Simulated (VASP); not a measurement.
# Cd (Pm-3m) in VASP: a series of runs

Runs on Cd. Level: LDA. Tasks: single point, relaxation of cell and atoms.

Everything below comes from runs of VASP 6.6.1. Logs are shortened: lines on timing, memory, paths and dates and some standing lists are left out, and cuts for length are marked.

## Step 1: The cell of the first run

The structure is cubic, space group Pm-3m (No. 221). Conventional cell: a = 2.659 Å, b = 2.659 Å, c = 2.659 Å, α = 90.00°, β = 90.00°, γ = 90.00°. Cd (site symmetry m-3m) has 6 Cd at 2.66 Å within 3.5 Å.

## Step 2: Single point, LDA

Contents of INCAR:

```
SYSTEM = Cd
  ALGO = Normal
  EDIFF = 1E-6
  ENCUT = 520
  GGA = CA
  ISIF = 2
  ISMEAR = -1
  LASPH = .TRUE.
  LCHARG = .FALSE.
  LREAL = .FALSE.
  LWAVE = .FALSE.
  NBANDS = 12
  NELM = 80
  PREC = Accurate
  SIGMA = 0.05
```

Contents of KPOINTS:

```
k-points
0
G
  8 8 8
  0 0 0
```

Contents of POSCAR:

```
Cd
1.0
    2.6588319956      0.0000000000      0.0000000000
    0.0000000000      2.6588319956      0.0000000000
    0.0000000000      0.0000000000      2.6588319956
Cd
1
Direct
    0.0000000000      0.0000000000      0.0000000000
```

Potentials or basis: VASP PAW LDA potentials, release 64 (Cd).

On the command line:

```console
> cat potpaw_LDA.64/Cd/POTCAR > POTCAR
> mpirun -np 1 vasp_std > vasp.out
```

OUTCAR:

```text
SYSTEM = Cd
   EDIFF = 1E-6
   ENCUT = 520
   GGA = CA
   ISIF = 2
   ISMEAR = -1
   LASPH = .TRUE.
   LREAL = .FALSE.
   NELM = 80
   PREC = Accurate

 ion  position               nearest neighbor table
   1  0.000  0.000  0.000-

  LATTYP: Found a simple cubic cell.
 ALAT       =     2.6588319956

  Lattice vectors:

 A1 = (   2.6588319956,   0.0000000000,   0.0000000000)
 A2 = (   0.0000000000,   2.6588319956,   0.0000000000)
 A3 = (   0.0000000000,   0.0000000000,   2.6588319956)

Analysis of symmetry for initial positions (statically):
=====================================================================
 Subroutine PRICEL returns:
 Original cell was already a primitive cell.

 Routine SETGRP: Setting up the symmetry group for a
 simple cubic supercell.

 Subroutine GETGRP returns: Found 48 space group operations
 (whereof 48 operations were pure point group operations)
 out of a pool of 48 trial point group operations.

The static configuration has the point symmetry O_h .

Analysis of symmetry for dynamics (positions and initial velocities):
=====================================================================
 Subroutine PRICEL returns:
 Original cell was already a primitive cell.

 Routine SETGRP: Setting up the symmetry group for a
 simple cubic supercell.

 Subroutine GETGRP returns: Found 48 space group operations
 (whereof 48 operations were pure point group operations)
 out of a pool of 48 trial point group operations.

The dynamic configuration has the point symmetry O_h .

 Subroutine INISYM returns: Found 48 space group operations
 (whereof 48 operations are pure point group operations),
 and found     1 'primitive' translations

----------------------------------------------------------------------------------------

                                     Primitive cell

  volume of cell :      18.7963

  direct lattice vectors                    reciprocal lattice vectors
     2.658831996  0.000000000  0.000000000     0.376104997  0.000000000  0.000000000
     0.000000000  2.658831996  0.000000000     0.000000000  0.376104997  0.000000000
     0.000000000  0.000000000  2.658831996     0.000000000  0.000000000  0.376104997

  length of vectors
     2.658831996  2.658831996  2.658831996     0.376104997  0.376104997  0.376104997

  position of ions in fractional coordinates (direct lattice)
     0.000000000  0.000000000  0.000000000

  ion indices of the primitive-cell ions
   primitive index   ion index
                 1           1

----------------------------------------------------------------------------------------

 KPOINTS: k-points

Automatic generation of k-mesh.
 Grid dimensions read from file:
 generate k-points for:    8    8    8

 Generating k-lattice:

  Cartesian coordinates                     Fractional coordinates (reciprocal lattice)
     0.047013125  0.000000000  0.000000000     0.125000000  0.000000000  0.000000000
     0.000000000  0.047013125  0.000000000     0.000000000  0.125000000  0.000000000
     0.000000000  0.000000000  0.047013125     0.000000000  0.000000000  0.125000000

  Length of vectors
     0.047013125  0.047013125  0.047013125

  Shift w.r.t. Gamma in fractional coordinates (k-lattice)
     0.000000000  0.000000000  0.000000000

 Subroutine IBZKPT returns following result:
 ===========================================

 Found     35 irreducible k-points:

 Following reciprocal coordinates:
            Coordinates               Weight
  0.000000  0.000000  0.000000      1.000000
  0.125000  0.000000  0.000000      6.000000
  0.250000  0.000000  0.000000      6.000000
  0.375000  0.000000  0.000000      6.000000
  0.500000  0.000000  0.000000      3.000000
  0.125000  0.125000  0.000000     12.000000
[... 16 lines left out ...]
  0.375000  0.375000  0.125000     24.000000
  0.500000  0.375000  0.125000     24.000000
 [... further k-points ...]
   k-points           NKPTS =     35   k-points in BZ     NKDIM =     35   number of bands    NBANDS=     12
   number of dos      NEDOS =    301   number of ions     NIONS =      1
   total plane-waves  NPLWV =   8000
   dimension x,y,z NGX =    20 NGY =   20 NGZ =   20
   dimension x,y,z NGXF=    40 NGYF=   40 NGZF=   40
   ions per type =               1
   NGX,Y,Z   is equivalent  to a cutoff of  12.51, 12.51, 12.51 a.u.
   NGXF,Y,Z  is equivalent  to a cutoff of  25.01, 25.01, 25.01 a.u.
 SYSTEM =  Cd
   PREC   = accura    normal or accurate (medium, high low for compatibility)
   ISTART =      0    job   : 0-new  1-cont  2-samecut
   ICHARG =      2    charge: 1-file 2-atom 10-const
   ISPIN  =      1    spin polarized calculation?
   LNONCOLLINEAR =      F non collinear calculations
   LSORBIT =      F    spin-orbit coupling
   LASPH  =      T    aspherical Exc in radial PAW
   ENCUT  =  520.0 eV  38.22 Ry    6.18 a.u.   4.94  4.94  4.94*2*pi/ulx,y,z
   NELM   =     80;   NELMIN=  2; NELMDL= -5     # of ELM steps
   EDIFF  = 0.1E-05   stopping-criterion for ELM
   LREAL  =      F    real-space projection
   EDIFFG = 0.1E-04   stopping-criterion for IOM
   NSW    =      0    number of steps for IOM
   IBRION =     -1    ionic relax: 0-MD 1-quasi-New 2-CG
   NFREE  =      0    steps in history (QN), initial steepest desc. (CG)
   ISIF   =      2    stress and relaxation
   ISYM   =      2    0-nonsym 1-usesym 2-fastsym
   POTIM  = 0.5000    time-step for ionic-motion
   TEBEG  =    0.0;   TEEND  =   0.0 temperature during run
   PSTRESS=    0.0 pullay stress
   NELECT =      12.0000    total number of electrons
   NUPDOWN=      -1.0000    fix difference up-down
   EMIN   =  10.00;   EMAX   =-10.00  energy-range for DOS
   EFERMI =   0.00;   METHOD = LEGACY
   ISMEAR =    -1;   SIGMA  =   0.05  broadening in eV -4-tet -1-fermi 0-gaus
   EFERMI_NEDOS =   21; number of points for ismear=-14 and -15
   IALGO  =     38    algorithm
   IMIX   =      4    mixing-type and parameters
     AMIX     =   0.40;   BMIX     =  1.00
     AMIX_MAG =   1.60;   BMIX_MAG =  1.00
  volume/ion in A,a.u.               =      18.80       126.84
  Fermi-wavevector in a.u.,A,eV,Ry     =   1.409649  2.663851 27.036281  1.987111
  Thomas-Fermi vector in A             =   2.531683
   LORBIT       =      0    0 simple, 1 ext, 2 COOP (PROOUT), +10 PAW based schemes
   GGA     = CA    functional components
   LHFCALC =     F    Hartree Fock is set to
   AEXX    =    0.0000 exact exchange contribution
   IVDW    =     0    specifies the selected vdW correction
   LEPSILON=     F    determine dielectric tensor
   LRPA    =     F    only Hartree local field effects (RPA)
 non-spin polarized calculation
  energy-cutoff  :      520.00
  volume of cell :       18.80
 maximum number of plane-waves:       520
 NGX is ok and might be reduce to    20
   NGX =  9   NGY =  9   NGZ =  9

 number of electron      12.0000003 magnetization

 Free energy of the ion-electron system (eV)
  ---------------------------------------------------
  ext. energy  EPLUGINS =         0.00000000
  ---------------------------------------------------
  free energy    TOTEN  =        -1.10042597 eV

  energy without entropy =       -1.09565640  energy(sigma->0) =       -1.09804119

 E-fermi :   3.7682     XC(G=0): -12.0385

 val. band max:        3.7258446511   @ k =   0.5000   0.3750   0.1250
 cond. band min:       3.8922146203   @ k =   0.5000   0.2500   0.2500
 fundamental gap:      0.1663699691
 Fermi energy:         3.7682440139

 k-point     1 :       0.0000    0.0000    0.0000
  band No.  band energies     occupation
      1      -7.3203      2.00000
      2      -7.3203      2.00000
      3      -6.2407      2.00000
      4      -4.6220      2.00000
      5      -4.6220      2.00000
      6      -4.6220      2.00000
      7      15.6602      0.00000
      8      15.6602      0.00000
      9      15.6602      0.00000
     10      20.3255      0.00000
     11      20.3255      0.00000
     12      21.6548      0.00000

 k-point     2 :       0.1250    0.0000    0.0000
  band No.  band energies     occupation
      1      -7.2850      2.00000
      2      -7.1268      2.00000
      3      -5.8397      2.00000
      4      -4.7526      2.00000
      5      -4.7526      2.00000
      6      -4.6110      2.00000
      7      12.5796      0.00000
      8      16.1753      0.00000
      9      16.1753      0.00000
     10      20.2785      0.00000
     11      21.1068      0.00000
     12      24.5140      0.00000

 k-point     3 :       0.2500    0.0000    0.0000
  band No.  band energies     occupation
      1      -7.1987      2.00000
      2      -6.7715      2.00000
      3      -5.0559      2.00000
      4      -5.0559      2.00000
      5      -4.5844      2.00000
      6      -4.5042      2.00000
      7       8.3044      0.00000
      8      17.6056      0.00000
      9      17.6056      0.00000
     10      20.1457      0.00000
     11      21.3276      0.00000
     12      28.3633      0.00000
[... 286 lines left out ...]
 k-point    23 :       0.3750    0.3750    0.1250
  band No.  band energies     occupation
      1      -6.6677      2.00000
      2      -6.3034      2.00000
      3      -5.4738      2.00000
      4      -5.4524      2.00000
      5      -4.6205      2.00000
      6       1.3828      2.00000
      7       6.4616      0.00000
      8       9.5129      0.00000
      9      14.0629      0.00000
     10      19.0685      0.00000
     11      23.3298      0.00000
     12      24.6564      0.00000

 k-point    24 :       0.5000    0.3750    0.1250
  band No.  band energies     occupation
      1      -6.8379      2.00000
      2      -6.2458      2.00000
      3      -5.5809      2.00000
      4      -5.4381      2.00000
      5      -4.3076      2.00000
      6       3.7258      1.40029
      7       4.2198      0.00024
      8      10.2154      0.00000
      9      11.9488      0.00000
     10      20.7505      0.00000
     11      21.6148      0.00000
     12      25.1096      0.00000

 [... further k-points ...]
[... 5 lines left out ...]
  --------------------------------------------------------------------------------------
  -------------------------------------------------------------------------------------
  Total        2.5194814      2.5194814      2.5194814      0.0000000      0.0000000     -0.0000000
  in kB      214.7578521    214.7578521    214.7578521      0.0000000      0.0000000     -0.0000000
  external PRESSURE =     214.7578521 kB  Pullay stress =       0.0000000 kB

 VOLUME and BASIS-vectors are now :
 -----------------------------------------------------------------------------
  energy-cutoff  :      520.00
  volume of cell :       18.80
      direct lattice vectors                 reciprocal lattice vectors
     2.658831996  0.000000000  0.000000000     0.376104997  0.000000000  0.000000000
     0.000000000  2.658831996  0.000000000     0.000000000  0.376104997  0.000000000
     0.000000000  0.000000000  2.658831996     0.000000000  0.000000000  0.376104997

 POSITION                                       TOTAL-FORCE (eV/Angst)
 -----------------------------------------------------------------------------------
      0.00000      0.00000      0.00000         0.000000      0.000000      0.000000
 -----------------------------------------------------------------------------------
    total drift:                                0.000000      0.000000      0.000000

  FREE ENERGIE OF THE ION-ELECTRON SYSTEM (eV)
  ---------------------------------------------------
  free  energy   TOTEN  =        -1.1004259727 eV

  energy  without entropy=       -1.0956563978  energy(sigma->0) =       -1.09804119
```

It took 8.3 s on 1 thread of Intel Xeon 6975P-C, shared host; peak memory 0.12 GiB.

Results:

```
Free energy            : -1.1004 eV
Pressure               : 21.5 GPa
Band gap on the k mesh : zero (band 6 reaches 9.34 eV, above the bottom of band 7 at 1.35 eV)
```

Levels at points of the mesh, in eV from the Fermi level:
```csv
k point,band 4,band 5,band 6,band 7,band 8,band 9
"(0.00, 0.00, 0.00)",-8.39,-8.39,-8.39,11.89,11.89,11.89
"(0.50, 0.00, 0.00)",-9.23,-8.31,-3.60,-2.42,16.13,17.34
"(0.50, 0.50, 0.00)",-9.09,-7.69,0.86,0.86,3.90,6.65
"(0.50, 0.50, 0.50)",-7.64,-7.64,5.57,5.57,5.57,8.60
```

## Step 3: Single point, LDA

This run uses another cell than the first one, of 20.42 Å³/atom, 1.087 times its volume.

Contents of INCAR:

```
PREC = Accurate
ENCUT = 520
EDIFF = 1E-7
ISMEAR = -1
SIGMA = 0.05
LREAL = False
LASPH = True
NELM = 100
ALGO = Normal
ISIF = 2
LWAVE = False
LCHARG = False
GGA = CA
NBANDS = 12
```

Contents of KPOINTS:

```
Automatic mesh
0
Gamma
  8 8 8
```

Contents of POSCAR:

```
Cd
1.0
    2.7333994670      0.0000000000      0.0000000000
    0.0000000000      2.7333994670      0.0000000000
    0.0000000000      0.0000000000      2.7333994670
Cd
1
Direct
    0.0000000000      0.0000000000      0.0000000000
```

Potentials or basis: VASP PAW LDA potentials, release 64 (Cd).

On the command line:

```console
> cat potpaw_LDA.64/Cd/POTCAR > POTCAR
> mpirun -np 1 vasp_std > vasp.out
```

It took 9.1 s on 1 thread of Intel Xeon 6975P-C, shared host; peak memory 0.12 GiB.

The run converged. Its results:

| Quantity | Value |
| --- | --- |
| Free energy | -1.2617 eV |
| Pressure | 11.0 GPa |
| Band gap on the k mesh | zero (band 6 reaches 8.31 eV, above the bottom of band 7 at 0.52 eV) |

Levels at points of the mesh, in eV from the Fermi level:
```tsv
k point	band 2	band 3	band 4	band 5	band 6	band 7	band 8	band 9	band 10	band 11
(0.00, 0.00, 0.00)	-10.62	-9.37	-8.31	-8.31	-8.31	11.32	11.32	11.32	15.69	15.69
(0.50, 0.00, 0.00)	-9.74	-9.02	-9.02	-8.25	-3.22	-2.57	15.75	16.31	16.31	17.06
(0.50, 0.50, 0.00)	-9.93	-8.90	-8.90	-7.72	0.91	0.91	3.25	6.39	20.14	20.14
(0.50, 0.50, 0.50)	-10.05	-10.05	-7.67	-7.67	5.22	5.22	5.22	8.61	10.78	10.90
```

## Step 4: Single point, LDA

This run uses another cell than the first one, of 21.59 Å³/atom, 1.149 times its volume.

Contents of INCAR:

```
PREC = Accurate
ENCUT = 520
EDIFF = 1E-7
ISMEAR = -1
SIGMA = 0.05
LREAL = F
LASPH = T
NELM = 80
ALGO = Normal
ISIF = 2
LWAVE = F
LCHARG = F
GGA = CA
NBANDS = 12
```

Contents of KPOINTS:

```
regular mesh
0
Gamma
  8 8 8
```

Contents of POSCAR:

```
Cd
1.0
    2.7845365840      0.0000000000      0.0000000000
    0.0000000000      2.7845365840      0.0000000000
    0.0000000000      0.0000000000      2.7845365840
Cd
1
Direct
    0.0000000000      0.0000000000      0.0000000000
```

Potentials or basis: VASP PAW LDA potentials, release 64 (Cd).

On the command line:

```console
> cat potpaw_LDA.64/Cd/POTCAR > POTCAR
> mpirun -np 1 vasp_std > vasp.out
```

OUTCAR:

```text
PREC = Accurate
   ENCUT = 520
   EDIFF = 1E-7
   ISMEAR = -1
   LREAL = F
   LASPH = T
   NELM = 80
   ISIF = 2
   GGA = CA

 ion  position               nearest neighbor table
   1  0.000  0.000  0.000-

  LATTYP: Found a simple cubic cell.
 ALAT       =     2.7845365840

  Lattice vectors:

 A1 = (   2.7845365840,   0.0000000000,   0.0000000000)
 A2 = (   0.0000000000,   2.7845365840,   0.0000000000)
 A3 = (   0.0000000000,   0.0000000000,   2.7845365840)

Analysis of symmetry for initial positions (statically):
=====================================================================
 Subroutine PRICEL returns:
 Original cell was already a primitive cell.

 Routine SETGRP: Setting up the symmetry group for a
 simple cubic supercell.

 Subroutine GETGRP returns: Found 48 space group operations
 (whereof 48 operations were pure point group operations)
 out of a pool of 48 trial point group operations.

The static configuration has the point symmetry O_h .

Analysis of symmetry for dynamics (positions and initial velocities):
=====================================================================
[... 159 lines left out ...]
 cond. band min:       2.7783362019   @ k =   0.5000   0.3750   0.0000
 fundamental gap:      0.3224758189
 Fermi energy:         2.7167311058

 k-point     1 :       0.0000    0.0000    0.0000
  band No.  band energies     occupation
      1      -7.6703      2.00000
      2      -7.6703      2.00000
      3      -6.2881      2.00000
      4      -5.6013      2.00000
      5      -5.6013      2.00000
      6      -5.6013      2.00000
      7      13.6231      0.00000
      8      13.6231      0.00000
      9      13.6231      0.00000
     10      17.8082      0.00000
     11      17.8082      0.00000
     12      18.9527      0.00000
[... 331 lines left out ...]
 k-point    24 :       0.5000    0.3750    0.1250
  band No.  band energies     occupation
      1      -7.2416      2.00000
      2      -6.8260      2.00000
      3      -6.3163      2.00000
      4      -6.2087      2.00000
      5      -5.3383      2.00000
      6       2.4559      1.98922
      7       3.2099      0.00010
      8       8.1330      0.00000
      9      10.3495      0.00000
     10      18.5915      0.00000
     11      18.8444      0.00000
     12      22.7112      0.00000

 [... further k-points ...]
[... 5 lines left out ...]
  --------------------------------------------------------------------------------------
  -------------------------------------------------------------------------------------
  Total        0.7825101      0.7825101      0.7825101      0.0000000      0.0000000      0.0000000
  in kB       58.0686527     58.0686527     58.0686527      0.0000000      0.0000000      0.0000000
  external PRESSURE =      58.0686527 kB  Pullay stress =       0.0000000 kB

 VOLUME and BASIS-vectors are now :
 -----------------------------------------------------------------------------
  energy-cutoff  :      520.00
  volume of cell :       21.59
      direct lattice vectors                 reciprocal lattice vectors
     2.784536584  0.000000000  0.000000000     0.359126185  0.000000000  0.000000000
     0.000000000  2.784536584  0.000000000     0.000000000  0.359126185  0.000000000
     0.000000000  0.000000000  2.784536584     0.000000000  0.000000000  0.359126185

 POSITION                                       TOTAL-FORCE (eV/Angst)
 -----------------------------------------------------------------------------------
      0.00000      0.00000      0.00000         0.000000      0.000000      0.000000
 -----------------------------------------------------------------------------------
    total drift:                                0.000000      0.000000      0.000000

  FREE ENERGIE OF THE ION-ELECTRON SYSTEM (eV)
  ---------------------------------------------------
  free  energy   TOTEN  =        -1.3222108787 eV

  energy  without entropy=       -1.3204293537  energy(sigma->0) =       -1.32132012
```

It took 11 s on 1 thread of Intel Xeon 6975P-C, shared host; peak memory 0.13 GiB.

Results:

| Item | Value |
| --- | --- |
| Free energy | -1.3222 eV |
| Pressure | 5.8 GPa |
| Band gap on the k mesh | zero (band 6 reaches 7.67 eV, above the bottom of band 7 at 0.02 eV) |

Levels at points of the mesh, in eV from the Fermi level:
```
           k point  band 3  band 4  band 5  band 6  band 7  band 8  band 9  band 10
(0.00, 0.00, 0.00)   -9.00   -8.32   -8.32   -8.32   10.91   10.91   10.91    15.09
(0.50, 0.00, 0.00)   -8.95   -8.95   -8.26   -3.01   -2.70   15.45   15.61    15.61
(0.50, 0.50, 0.00)   -8.84   -8.84   -7.78    0.90    0.90    2.80    6.18    19.58
(0.50, 0.50, 0.50)   -9.86   -7.74   -7.74    4.96    4.96    4.96    8.56     9.81
```

(Continued in part 2 of 2.)
